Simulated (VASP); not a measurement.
# ZnO3 in VASP: single point with LDA

Aim: the single point of ZnO3 with LDA.

All numbers are computed with VASP 6.6.1; they aren't measurements. Logs are shortened: lines on timing, memory, paths and dates and some standing lists are left out, and cuts for length are marked.

### Step 1. The cell of the first run

The cell holds a sublattice, 4 atoms: a = 3.033 Å, b = 3.033 Å, c = 7.403 Å, α = 90.00°, β = 90.00°, γ = 120.00°.

### Step 2. Single point, LDA, collinear spin, ferromagnetic start

Input file INCAR:

```
PREC = Accurate ; ENCUT = 520
EDIFF = 1E-6 ; ISMEAR = 0
SIGMA = 0.1 ; LREAL = F
LASPH = T ; NELM = 150
ALGO = Normal ; ISIF = 2
LWAVE = F ; LCHARG = T
ISPIN = 2 ; MAGMOM = 0 1 1 1
LORBIT = 11 ; LELF = T
LVHAR = T ; NBANDS = 27
```

Input file KPOINTS:

```
Automatic mesh
0
Gamma
  9 9 4
```

Input file POSCAR:

```
ZnO3
1.0
    3.0329985910      0.0000000000      0.0000000000
   -1.5164992955      2.6266538294      0.0000000000
    0.0000000000      0.0000000000      7.4033160000
Zn O
1 3
Direct
    0.0000000000      0.0000000000      0.0000000000
    0.3333333300      0.6666666700      0.1726190000
    0.6666666700      0.3333333300      0.8273810000
    0.0000000000      0.0000000000      0.5000000000
```

Potentials or basis: VASP PAW LDA potentials, release 64 (Zn, O).

The run is started by

```console
> cat potpaw_LDA.64/Zn/POTCAR potpaw_LDA.64/O/POTCAR > POTCAR
> mpirun -np 1 vasp_std > vasp.out
```

OUTCAR:

```text
PREC = Accurate
   ENCUT = 520
   EDIFF = 1E-6
   ISMEAR = 0
   LREAL = F
   LASPH = T
   NELM = 150
   ISIF = 2
   ISPIN = 2
   LORBIT = 11

 ion  position               nearest neighbor table
   1  0.000  0.000  0.000-   2 2.17   3 2.17   2 2.17   3 2.17   3 2.17   2 2.17
   2  0.333  0.667  0.173-   1 2.17   1 2.17   1 2.17
   3  0.667  0.333  0.827-   1 2.17   1 2.17   1 2.17
   4  0.000  0.000  0.500-

  LATTYP: Found a hexagonal cell.
 ALAT       =     3.0329985910
 C/A-ratio  =     2.4409229935

  Lattice vectors:

 A1 = (   3.0329985910,   0.0000000000,   0.0000000000)
 A2 = (  -1.5164992955,   2.6266538294,   0.0000000000)
 A3 = (   0.0000000000,   0.0000000000,   7.4033160000)

Analysis of symmetry for initial positions (statically):
=====================================================================
 Subroutine PRICEL returns:
 Original cell was already a primitive cell.

 Routine SETGRP: Setting up the symmetry group for a
 hexagonal supercell.

 Subroutine GETGRP returns: Found 12 space group operations
 (whereof 12 operations were pure point group operations)
 out of a pool of 24 trial point group operations.

The static configuration has the point symmetry D_3d.

Analysis of symmetry for dynamics (positions and initial velocities):
=====================================================================
 Subroutine PRICEL returns:
 Original cell was already a primitive cell.

 Routine SETGRP: Setting up the symmetry group for a
 hexagonal supercell.

 Subroutine GETGRP returns: Found 12 space group operations
 (whereof 12 operations were pure point group operations)
 out of a pool of 24 trial point group operations.

The dynamic configuration has the point symmetry D_3d.

Analysis of structural, dynamic, and magnetic symmetry:
=====================================================================
 Subroutine PRICEL returns:
 Original cell was already a primitive cell.

 Routine SETGRP: Setting up the symmetry group for a
 hexagonal supercell.

 Subroutine GETGRP returns: Found 12 space group operations
 (whereof 12 operations were pure point group operations)
 out of a pool of 24 trial point group operations.

The overall configuration has the point symmetry D_3d.

 Subroutine INISYM returns: Found 12 space group operations
 (whereof 12 operations are pure point group operations),
 and found     1 'primitive' translations

----------------------------------------------------------------------------------------

                                     Primitive cell

  volume of cell :      58.9795

  direct lattice vectors                    reciprocal lattice vectors
     3.032998591  0.000000000  0.000000000     0.329706714  0.190356260  0.000000000
    -1.516499296  2.626653829  0.000000000     0.000000000  0.380712521  0.000000000
     0.000000000  0.000000000  7.403316000     0.000000000  0.000000000  0.135074607

  length of vectors
     3.032998591  3.032998591  7.403316000     0.380712521  0.380712521  0.135074607

  position of ions in fractional coordinates (direct lattice)
     0.000000000  0.000000000  0.000000000
     0.333333330  0.666666670  0.172619000
     0.666666670  0.333333330  0.827381000
     0.000000000  0.000000000  0.500000000

  ion indices of the primitive-cell ions
   primitive index   ion index
                 1           1
                 2           2
                 3           3
                 4           4

----------------------------------------------------------------------------------------

 KPOINTS: Automatic mesh

Automatic generation of k-mesh.
 Grid dimensions read from file:
 generate k-points for:    9    9    4

 Generating k-lattice:

  Cartesian coordinates                     Fractional coordinates (reciprocal lattice)
     0.036634079  0.021150696  0.000000000     0.111111111  0.000000000  0.000000000
     0.000000000  0.042301391  0.000000000     0.000000000  0.111111111  0.000000000
     0.000000000  0.000000000  0.033768652     0.000000000  0.000000000  0.250000000

  Length of vectors
     0.042301391  0.042301391  0.033768652

  Shift w.r.t. Gamma in fractional coordinates (k-lattice)
     0.000000000  0.000000000  0.000000000

 Subroutine IBZKPT returns following result:
 ===========================================

 Found     43 irreducible k-points:

 Following reciprocal coordinates:
            Coordinates               Weight
  0.000000  0.000000  0.000000      1.000000
  0.111111  0.000000  0.000000      6.000000
  0.222222  0.000000  0.000000      6.000000
  0.333333  0.000000  0.000000      6.000000
  0.444444  0.000000  0.000000      6.000000
  0.111111  0.111111  0.000000      6.000000
[... 16 lines left out ...]
  0.222222  0.111111  0.250000     12.000000
 -0.111111  0.333333  0.250000     12.000000
 [... further k-points ...]
   k-points           NKPTS =     43   k-points in BZ     NKDIM =     43   number of bands    NBANDS=     27
   number of dos      NEDOS =    301   number of ions     NIONS =      4
   total plane-waves  NPLWV =  32256
   dimension x,y,z NGX =    24 NGY =   24 NGZ =   56
   dimension x,y,z NGXF=    48 NGYF=   48 NGZF=  112
   ions per type =               1   3
   NGX,Y,Z   is equivalent  to a cutoff of  13.15, 13.15, 12.58 a.u.
   NGXF,Y,Z  is equivalent  to a cutoff of  26.31, 26.31, 25.15 a.u.
 SYSTEM =  unknown system
   PREC   = accura    normal or accurate (medium, high low for compatibility)
   ISTART =      0    job   : 0-new  1-cont  2-samecut
   ICHARG =      2    charge: 1-file 2-atom 10-const
   ISPIN  =      2    spin polarized calculation?
   LNONCOLLINEAR =      F non collinear calculations
   LSORBIT =      F    spin-orbit coupling
   LASPH  =      T    aspherical Exc in radial PAW
   ENCUT  =  520.0 eV  38.22 Ry    6.18 a.u.   5.64  5.64 13.77*2*pi/ulx,y,z
   NELM   =    150;   NELMIN=  2; NELMDL= -5     # of ELM steps
   EDIFF  = 0.1E-05   stopping-criterion for ELM
   LREAL  =      F    real-space projection
   EDIFFG = 0.1E-04   stopping-criterion for IOM
   NSW    =      0    number of steps for IOM
   IBRION =     -1    ionic relax: 0-MD 1-quasi-New 2-CG
   NFREE  =      0    steps in history (QN), initial steepest desc. (CG)
   ISIF   =      2    stress and relaxation
   ISYM   =      2    0-nonsym 1-usesym 2-fastsym
   POTIM  = 0.5000    time-step for ionic-motion
   TEBEG  =    0.0;   TEEND  =   0.0 temperature during run
   PSTRESS=    0.0 pullay stress
   NELECT =      30.0000    total number of electrons
   NUPDOWN=      -1.0000    fix difference up-down
   EMIN   =  10.00;   EMAX   =-10.00  energy-range for DOS
   EFERMI =   0.00;   METHOD = LEGACY
   ISMEAR =     0;   SIGMA  =   0.10  broadening in eV -4-tet -1-fermi 0-gaus
   EFERMI_NEDOS =   21; number of points for ismear=-14 and -15
   IALGO  =     38    algorithm
   IMIX   =      4    mixing-type and parameters
     AMIX     =   0.40;   BMIX     =  1.00
     AMIX_MAG =   1.60;   BMIX_MAG =  1.00
  volume/ion in A,a.u.               =      14.74        99.50
  Fermi-wavevector in a.u.,A,eV,Ry     =   1.306817  2.469526 23.235634  1.707771
  Thomas-Fermi vector in A             =   2.437594
   LORBIT       =     11    0 simple, 1 ext, 2 COOP (PROOUT), +10 PAW based schemes
   GGA     = CA    functional components
   LHFCALC =     F    Hartree Fock is set to
   AEXX    =    0.0000 exact exchange contribution
   IVDW    =     0    specifies the selected vdW correction
   LEPSILON=     F    determine dielectric tensor
   LRPA    =     F    only Hartree local field effects (RPA)
 spin polarized calculation
 Gauss-broadening in eV      SIGMA  =   0.10
  energy-cutoff  :      520.00
  volume of cell :       58.98
 maximum number of plane-waves:      1612
 NGX is ok and might be reduce to    24
   NGX = 11   NGY = 11   NGZ = 27

 number of electron      30.0000020 magnetization       3.9999220

 Free energy of the ion-electron system (eV)
  ---------------------------------------------------
  ext. energy  EPLUGINS =         0.00000000
  ---------------------------------------------------
  free energy    TOTEN  =       -15.25561892 eV

  energy without entropy =      -15.24449071  energy(sigma->0) =      -15.25005481

 E-fermi :  -2.2472     XC(G=0):  -9.7961

 val. band max:       -2.2535655161   @ k =   0.3333   0.1111   0.0000
 cond. band min:      -2.2143412316   @ k =  -0.2222  -0.4444   0.2500
 fundamental gap:      0.0392242845
 Fermi energy:        -2.2471944311

 spin component 1

 k-point     1 :       0.0000    0.0000    0.0000
  band No.  band energies     occupation
      1     -20.1433      1.00000
      2     -19.5790      1.00000
      3     -18.9566      1.00000
      4      -8.1912      1.00000
      5      -8.0283      1.00000
      6      -8.0283      1.00000
[... 19 lines left out ...]
     26      17.7769      0.00000
     27      18.7986      0.00000
[... 661 lines left out ...]
 k-point    24 :      -0.1111    0.3333    0.2500
  band No.  band energies     occupation
      1     -19.8541      1.00000
      2     -19.1414      1.00000
      3     -18.7486      1.00000
      4      -8.0605      1.00000
      5      -7.9112      1.00000
      6      -7.7114      1.00000
[... 19 lines left out ...]
     26      15.4884      0.00000
     27      15.7392      0.00000

 [... further k-points ...]

 spin component 2

 k-point     1 :       0.0000    0.0000    0.0000
  band No.  band energies     occupation
      1     -18.4884      1.00000
      2     -17.6231      1.00000
      3     -16.8514      1.00000
      4      -7.9300      1.00000
      5      -7.7780      1.00000
      6      -7.7780      1.00000
[... 19 lines left out ...]
     26      17.9455      0.00000
     27      19.0053      0.00000
[... 661 lines left out ...]
 k-point    24 :      -0.1111    0.3333    0.2500
  band No.  band energies     occupation
      1     -17.8823      1.00000
      2     -17.4238      1.00000
      3     -16.5545      1.00000
      4      -7.8169      1.00000
      5      -7.6246      1.00000
      6      -7.5073      1.00000
[... 19 lines left out ...]
     26      15.9017      0.00000
     27      16.0319      0.00000

 [... further k-points ...]
[... 5 lines left out ...]
  --------------------------------------------------------------------------------------
  -------------------------------------------------------------------------------------
  Total       -5.2002086     -5.2002086     -8.6430255      0.0000000      0.0000000     -0.0000000
  in kB     -141.2635173   -141.2635173   -234.7875366      0.0000000      0.0000000     -0.0000000
  external PRESSURE =    -172.4381904 kB  Pullay stress =       0.0000000 kB

 VOLUME and BASIS-vectors are now :
 -----------------------------------------------------------------------------
  energy-cutoff  :      520.00
  volume of cell :       58.98
      direct lattice vectors                 reciprocal lattice vectors
     3.032998591  0.000000000  0.000000000     0.329706714  0.190356260  0.000000000
    -1.516499296  2.626653829  0.000000000     0.000000000  0.380712521  0.000000000
     0.000000000  0.000000000  7.403316000     0.000000000  0.000000000  0.135074607

 POSITION                                       TOTAL-FORCE (eV/Angst)
 -----------------------------------------------------------------------------------
      0.00000      0.00000      0.00000         0.000000      0.000000     -0.000000
     -0.00000      1.75110      1.27795         0.000000      0.000000     -2.135010
      1.51650      0.87555      6.12536        -0.000000      0.000000      2.135010
      0.00000      0.00000      3.70166         0.000000      0.000000     -0.000000
 -----------------------------------------------------------------------------------
    total drift:                                0.000000     -0.000000     -0.000000

  FREE ENERGIE OF THE ION-ELECTRON SYSTEM (eV)
  ---------------------------------------------------
  free  energy   TOTEN  =       -15.2556189167 eV

  energy  without entropy=      -15.2444907080  energy(sigma->0) =      -15.25005481

 total charge

# of ion       s       p       d       tot
------------------------------------------
    1        0.439   0.399   9.777  10.615
    2        1.590   3.130   0.000   4.720
    3        1.590   3.130   0.000   4.720
    4        1.624   2.846   0.000   4.470
--------------------------------------------------
tot          5.243   9.505   9.777  24.525

 magnetization (x)

# of ion       s       p       d       tot
------------------------------------------
    1       -0.036  -0.021   0.149   0.092
    2        0.008   0.776   0.000   0.784
    3        0.008   0.776   0.000   0.784
    4        0.014   1.678   0.000   1.693
--------------------------------------------------
tot         -0.005   3.210   0.149   3.353
```

Wall time 3.5 min (1 thread of Intel Xeon 8259CL, shared host); peak memory 0.23 GiB.

What came out:

```
Free energy                                           : -15.2556 eV
Pressure                                              : -17.2 GPa
Largest force                                         : 2.135 eV/Å
Band gap on the k mesh                                : zero (filled and empty bands overlap)
Net moment                                            : 4.00 μB per cell
Site moments                                          : Zn +0.09; O +0.78, +1.69 (each value once) μB
Valence electrons inside the program's atomic spheres : Zn 10.62; O 4.72, 4.47 (each value once)
```

Forces on the atoms (eV/Å):
```
Zn   0.000  0.000  0.000
O    0.000  0.000 -2.135
O    0.000  0.000  2.135
O    0.000  0.000  0.000
```

Stress tensor (GPa, compression positive):
```
-14.13   0.00   0.00
  0.00 -14.13   0.00
  0.00   0.00 -23.48
```

Levels at points of the mesh, in eV from the Fermi level:
Spin up:
| k point | band 14 | band 15 | band 16 | band 17 | band 18 | band 19 | band 20 | band 21 |
| --- | --- | --- | --- | --- | --- | --- | --- | --- |
| (0.00, 0.00, 0.00) | -1.08 | -1.08 | -0.55 | -0.55 | 3.71 | 8.07 | 9.67 | 13.95 |
| (0.00, 0.00, 0.50) | -1.09 | -1.09 | -0.54 | -0.54 | 3.92 | 7.62 | 10.29 | 12.59 |
Spin down:
| k point | band 9 | band 10 | band 11 | band 12 | band 13 | band 14 | band 15 | band 16 | band 17 | band 18 |
| --- | --- | --- | --- | --- | --- | --- | --- | --- | --- | --- |
| (0.00, 0.00, 0.00) | -2.79 | -1.25 | 0.29 | 0.29 | 0.78 | 0.78 | 0.84 | 1.12 | 1.12 | 4.43 |
| (0.00, 0.00, 0.50) | -2.94 | -0.40 | -0.05 | 0.30 | 0.30 | 0.76 | 0.76 | 1.13 | 1.13 | 4.82 |

The gap in the log of VASP goes by the Fermi energy; the results here count the filled bands.